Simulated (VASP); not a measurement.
# CoSi (CsCl type) (Pm-3m) in VASP: further runs

The runs below take CoSi (CsCl type) through single point, with PBE.

All numbers are computed with VASP 6.6.1; they aren't measurements. Logs are shortened: lines on timing, memory, paths and dates and some standing lists are left out, and cuts for length are marked.

**1. The cell of the first run**

It takes space group Pm-3m (No. 221, cubic). The conventional cell has a = 2.726 Å, b = 2.726 Å, c = 2.726 Å, α = 90.00°, β = 90.00°, γ = 90.00°. Co (site symmetry m-3m) has 8 Si at 2.36 Å and 6 Co at 2.73 Å within 3.1 Å. Si (site symmetry m-3m) has 8 Co at 2.36 Å and 6 Si at 2.73 Å within 3.1 Å.

**2. Single point, PBE**

Input file INCAR:

```
ALGO = Normal
EDIFF = 1E-6
ENCUT = 520
GGA = PE
ISIF = 2
ISMEAR = -1
LASPH = True
LCHARG = True
LELF = True
LREAL = False
LVHAR = True
LWAVE = False
NBANDS = 14
NELM = 60
PREC = Accurate
SIGMA = 0.05
```

Input file KPOINTS:

```
k-points
0
Gamma
  14 14 14
```

Input file POSCAR:

```
CoSi
1.0
    2.7260211803      0.0000000000      0.0000000000
    0.0000000000      2.7260211803      0.0000000000
    0.0000000000      0.0000000000      2.7260211803
Co Si
1 1
Direct
    0.0000000000      0.0000000000      0.0000000000
    0.5000000000      0.5000000000      0.5000000000
```

Potentials or basis: VASP PAW PBE potentials, release 64 (Co, Si).

Started as:

```console
$ cat potpaw_PBE.64/Co/POTCAR potpaw_PBE.64/Si/POTCAR > POTCAR
$ mpirun -np 1 vasp_std > vasp.out
```

OUTCAR:

```text
EDIFF = 1E-6
   ENCUT = 520
   GGA = PE
   ISIF = 2
   ISMEAR = -1
   LASPH = True
   LREAL = False
   NELM = 60
   PREC = Accurate

 ion  position               nearest neighbor table
   1  0.000  0.000  0.000-   2 2.36   2 2.36   2 2.36   2 2.36   2 2.36   2 2.36   2 2.36   2 2.36

   2  0.500  0.500  0.500-   1 2.36   1 2.36   1 2.36   1 2.36   1 2.36   1 2.36   1 2.36   1 2.36

  LATTYP: Found a simple cubic cell.
 ALAT       =     2.7260211803

  Lattice vectors:

 A1 = (   2.7260211803,   0.0000000000,   0.0000000000)
 A2 = (   0.0000000000,   2.7260211803,   0.0000000000)
 A3 = (   0.0000000000,   0.0000000000,   2.7260211803)

Analysis of symmetry for initial positions (statically):
=====================================================================
 Subroutine PRICEL returns:
 Original cell was already a primitive cell.

 Routine SETGRP: Setting up the symmetry group for a
 simple cubic supercell.

 Subroutine GETGRP returns: Found 48 space group operations
 (whereof 48 operations were pure point group operations)
 out of a pool of 48 trial point group operations.

The static configuration has the point symmetry O_h .

Analysis of symmetry for dynamics (positions and initial velocities):
=====================================================================
 Subroutine PRICEL returns:
 Original cell was already a primitive cell.

 Routine SETGRP: Setting up the symmetry group for a
 simple cubic supercell.

 Subroutine GETGRP returns: Found 48 space group operations
 (whereof 48 operations were pure point group operations)
 out of a pool of 48 trial point group operations.

The dynamic configuration has the point symmetry O_h .

 Subroutine INISYM returns: Found 48 space group operations
 (whereof 48 operations are pure point group operations),
 and found     1 'primitive' translations

----------------------------------------------------------------------------------------

                                     Primitive cell

  volume of cell :      20.2576

  direct lattice vectors                    reciprocal lattice vectors
     2.726021180  0.000000000  0.000000000     0.366835007  0.000000000  0.000000000
     0.000000000  2.726021180  0.000000000     0.000000000  0.366835007  0.000000000
     0.000000000  0.000000000  2.726021180     0.000000000  0.000000000  0.366835007

  length of vectors
     2.726021180  2.726021180  2.726021180     0.366835007  0.366835007  0.366835007

  position of ions in fractional coordinates (direct lattice)
     0.000000000  0.000000000  0.000000000
     0.500000000  0.500000000  0.500000000

  ion indices of the primitive-cell ions
   primitive index   ion index
                 1           1
                 2           2

----------------------------------------------------------------------------------------

 KPOINTS: k-points

Automatic generation of k-mesh.
 Grid dimensions read from file:
 generate k-points for:   14   14   14

 Generating k-lattice:

  Cartesian coordinates                     Fractional coordinates (reciprocal lattice)
     0.026202501  0.000000000  0.000000000     0.071428571  0.000000000  0.000000000
     0.000000000  0.026202501  0.000000000     0.000000000  0.071428571  0.000000000
     0.000000000  0.000000000  0.026202501     0.000000000  0.000000000  0.071428571

  Length of vectors
     0.026202501  0.026202501  0.026202501

  Shift w.r.t. Gamma in fractional coordinates (k-lattice)
     0.000000000  0.000000000  0.000000000

 Subroutine IBZKPT returns following result:
 ===========================================

 Found    120 irreducible k-points:

 Following reciprocal coordinates:
            Coordinates               Weight
  0.000000  0.000000  0.000000      1.000000
  0.071429  0.000000  0.000000      6.000000
  0.142857  0.000000  0.000000      6.000000
  0.214286  0.000000  0.000000      6.000000
  0.285714  0.000000  0.000000      6.000000
  0.357143  0.000000  0.000000      6.000000
[... 16 lines left out ...]
  0.285714  0.214286  0.000000     24.000000
  0.357143  0.214286  0.000000     24.000000
 [... further k-points ...]
   k-points           NKPTS =    120   k-points in BZ     NKDIM =    120   number of bands    NBANDS=     14
   number of dos      NEDOS =    301   number of ions     NIONS =      2
   total plane-waves  NPLWV =   8000
   dimension x,y,z NGX =    20 NGY =   20 NGZ =   20
   dimension x,y,z NGXF=    40 NGYF=   40 NGZF=   40
   ions per type =               1   1
   NGX,Y,Z   is equivalent  to a cutoff of  12.20, 12.20, 12.20 a.u.
   NGXF,Y,Z  is equivalent  to a cutoff of  24.39, 24.39, 24.39 a.u.
 SYSTEM =  unknown system
   PREC   = accura    normal or accurate (medium, high low for compatibility)
   ISTART =      0    job   : 0-new  1-cont  2-samecut
   ICHARG =      2    charge: 1-file 2-atom 10-const
   ISPIN  =      1    spin polarized calculation?
   LNONCOLLINEAR =      F non collinear calculations
   LSORBIT =      F    spin-orbit coupling
   LASPH  =      T    aspherical Exc in radial PAW
   ENCUT  =  520.0 eV  38.22 Ry    6.18 a.u.   5.07  5.07  5.07*2*pi/ulx,y,z
   NELM   =     60;   NELMIN=  2; NELMDL= -5     # of ELM steps
   EDIFF  = 0.1E-05   stopping-criterion for ELM
   LREAL  =      F    real-space projection
   EDIFFG = 0.1E-04   stopping-criterion for IOM
   NSW    =      0    number of steps for IOM
   IBRION =     -1    ionic relax: 0-MD 1-quasi-New 2-CG
   NFREE  =      0    steps in history (QN), initial steepest desc. (CG)
   ISIF   =      2    stress and relaxation
   ISYM   =      2    0-nonsym 1-usesym 2-fastsym
   POTIM  = 0.5000    time-step for ionic-motion
   TEBEG  =    0.0;   TEEND  =   0.0 temperature during run
   PSTRESS=    0.0 pullay stress
   NELECT =      13.0000    total number of electrons
   NUPDOWN=      -1.0000    fix difference up-down
   EMIN   =  10.00;   EMAX   =-10.00  energy-range for DOS
   EFERMI =   0.00;   METHOD = LEGACY
   ISMEAR =    -1;   SIGMA  =   0.05  broadening in eV -4-tet -1-fermi 0-gaus
   EFERMI_NEDOS =   21; number of points for ismear=-14 and -15
   IALGO  =     38    algorithm
   IMIX   =      4    mixing-type and parameters
     AMIX     =   0.40;   BMIX     =  1.00
     AMIX_MAG =   1.60;   BMIX_MAG =  1.00
  volume/ion in A,a.u.               =      10.13        68.35
  Fermi-wavevector in a.u.,A,eV,Ry     =   1.412082  2.668449 27.129702  1.993977
  Thomas-Fermi vector in A             =   2.533868
   LORBIT       =      0    0 simple, 1 ext, 2 COOP (PROOUT), +10 PAW based schemes
   GGA     = PE    functional components
   LHFCALC =     F    Hartree Fock is set to
   AEXX    =    0.0000 exact exchange contribution
   IVDW    =     0    specifies the selected vdW correction
   LEPSILON=     F    determine dielectric tensor
   LRPA    =     F    only Hartree local field effects (RPA)
 non-spin polarized calculation
  energy-cutoff  :      520.00
  volume of cell :       20.26
 maximum number of plane-waves:       557
   NGX = 11   NGY = 11   NGZ = 11

 number of electron      13.0000008 magnetization

 Free energy of the ion-electron system (eV)
  ---------------------------------------------------
  ext. energy  EPLUGINS =         0.00000000
  ---------------------------------------------------
  free energy    TOTEN  =       -13.22141404 eV

  energy without entropy =      -13.20503972  energy(sigma->0) =      -13.21322688

 E-fermi :  13.7525     XC(G=0): -13.2495

 val. band max:       13.7477140484   @ k =   0.4286   0.2143   0.2143
 cond. band min:      13.7654349719   @ k =   0.2857   0.0714   0.0000
 fundamental gap:      0.0177209235
 Fermi energy:        13.7524906963

 k-point     1 :       0.0000    0.0000    0.0000
  band No.  band energies     occupation
      1      -0.9763      2.00000
      2       9.6992      2.00000
      3       9.6992      2.00000
      4      12.4272      2.00000
      5      12.4272      2.00000
      6      12.4272      2.00000
      7      16.9951      0.00000
      8      16.9951      0.00000
      9      16.9951      0.00000
     10      21.5614      0.00000
     11      21.5614      0.00000
     12      27.0246      0.00000
     13      34.1064      0.00000
     14      34.1064      0.00000

 k-point     2 :       0.0714    0.0000    0.0000
  band No.  band energies     occupation
      1      -0.8734      2.00000
      2       9.6389      2.00000
      3       9.7377      2.00000
      4      12.3278      2.00000
      5      12.3278      2.00000
      6      12.4355      2.00000
      7      16.3444      0.00000
      8      17.1806      0.00000
      9      17.1806      0.00000
     10      21.5150      0.00000
     11      22.1971      0.00000
     12      27.3544      0.00000
     13      33.1290      0.00000
     14      33.1290      0.00000

 k-point     3 :       0.1429    0.0000    0.0000
  band No.  band energies     occupation
      1      -0.5667      2.00000
      2       9.3962      2.00000
      3       9.8478      2.00000
      4      12.0770      2.00000
      5      12.0770      2.00000
      6      12.4590      2.00000
      7      15.1539      0.00000
      8      17.6918      0.00000
      9      17.6918      0.00000
     10      21.3794      0.00000
     11      23.3157      0.00000
     12      28.4147      0.00000
     13      31.3429      0.00000
     14      31.3429      0.00000
[... 324 lines left out ...]
 k-point    23 :       0.2857    0.2143    0.0000
  band No.  band energies     occupation
      1       1.4697      2.00000
      2       8.3605      2.00000
      3       9.5168      2.00000
      4      11.0868      2.00000
      5      11.5837      2.00000
      6      12.0497      2.00000
      7      14.0049      0.01276
      8      16.0492      0.00000
      9      20.3766      0.00000
     10      21.8277      0.00000
     11      24.4646      0.00000
     12      28.0812      0.00000
     13      28.7897      0.00000
     14      30.6526      0.00000

 k-point    24 :       0.3571    0.2143    0.0000
  band No.  band energies     occupation
      1       2.2741      2.00000
      2       7.2421      2.00000
      3       9.8039      2.00000
      4      10.9680      2.00000
      5      11.3906      2.00000
      6      12.0875      2.00000
      7      13.6763      1.64225
      8      16.6352      0.00000
      9      20.9177      0.00000
     10      21.2140      0.00000
     11      24.0672      0.00000
     12      26.7287      0.00000
     13      29.5628      0.00000
     14      30.9173      0.00000

 [... further k-points ...]

------------------------ aborting loop because EDIFF is reached ----------------------------------------

  FORCE on cell =-STRESS in cart. coord.  units (eV):
  Direction    XX          YY          ZZ          XY          YZ          ZX
  --------------------------------------------------------------------------------------
  -------------------------------------------------------------------------------------
  Total        1.7568356      1.7568356      1.7568356      0.0000000     -0.0000000      0.0000000
  in kB      138.9485524    138.9485524    138.9485524      0.0000000     -0.0000000      0.0000000
  external PRESSURE =     138.9485524 kB  Pullay stress =       0.0000000 kB

 VOLUME and BASIS-vectors are now :
 -----------------------------------------------------------------------------
  energy-cutoff  :      520.00
  volume of cell :       20.26
      direct lattice vectors                 reciprocal lattice vectors
     2.726021180  0.000000000  0.000000000     0.366835007  0.000000000  0.000000000
     0.000000000  2.726021180  0.000000000     0.000000000  0.366835007  0.000000000
     0.000000000  0.000000000  2.726021180     0.000000000  0.000000000  0.366835007

 POSITION                                       TOTAL-FORCE (eV/Angst)
 -----------------------------------------------------------------------------------
      0.00000      0.00000      0.00000         0.000000      0.000000      0.000000
      1.36301      1.36301      1.36301         0.000000      0.000000      0.000000
 -----------------------------------------------------------------------------------
    total drift:                                0.000000      0.000000      0.000000

  FREE ENERGIE OF THE ION-ELECTRON SYSTEM (eV)
  ---------------------------------------------------
  free  energy   TOTEN  =       -13.2214140355 eV

  energy  without entropy=      -13.2050397219  energy(sigma->0) =      -13.21322688
```

It took 19 s on 1 thread of Intel Xeon 8259CL, shared host; peak memory 0.15 GiB.

Results:

```
Free energy            : -13.2214 eV
Pressure               : 13.9 GPa
Band gap on the k mesh : zero (an odd number of electrons rules out a gap without spin polarisation)
```

Caveat: the cell stands under pressure; the run has no spin polarisation, though such a crystal can be magnetic.

**3. Single point, PBE**

Input file INCAR:

```
SYSTEM = CoSi
PREC = Accurate ; ENCUT = 520
EDIFF = 1E-6 ; ISMEAR = -1
SIGMA = 0.05 ; LREAL = .False.
LASPH = .True. ; NELM = 80
ALGO = Normal ; ISIF = 2
LWAVE = .False. ; LCHARG = .False.
GGA = PE ; NBANDS = 14
```

Input file KPOINTS:

```
Automatic mesh
0
Gamma
  14 14 14
  0 0 0
```

POSCAR is that of step 2.

Potentials or basis: VASP PAW PBE potentials, release 64 (Co, Si).

Started as:

```console
$ cat potpaw_PBE.64/Co/POTCAR potpaw_PBE.64/Si/POTCAR > POTCAR
$ mpirun -np 1 vasp_std > vasp.out
```

It took 19 s on 1 thread of Intel Xeon 8259CL, shared host; peak memory 0.15 GiB.

It converged, with:

| Property | Result |
| --- | --- |
| Free energy | -13.2214 eV |
| Pressure | 13.9 GPa |
| Band gap on the k mesh | zero (an odd number of electrons rules out a gap without spin polarisation) |

Levels at points of the mesh, in eV from the Fermi level:
```csv
k point,band 3,band 4,band 5,band 6,band 7,band 8,band 9,band 10,band 11,band 12
"(0.00, 0.00, 0.00)",-4.05,-1.33,-1.33,-1.33,3.24,3.24,3.24,7.81,7.81,13.27
"(0.50, 0.00, 0.00)",-3.17,-2.72,-2.72,-1.15,-0.16,6.65,8.72,8.72,9.75,9.75
"(0.50, 0.50, 0.00)",-5.46,-4.17,-2.23,-2.23,-0.48,1.92,2.19,8.65,14.01,15.10
"(0.50, 0.50, 0.50)",-6.20,-1.25,-0.43,-0.43,1.30,1.30,1.30,3.94,3.94,3.94
```

Caveat: the cell stands under pressure; the run has no spin polarisation, though such a crystal can be magnetic.
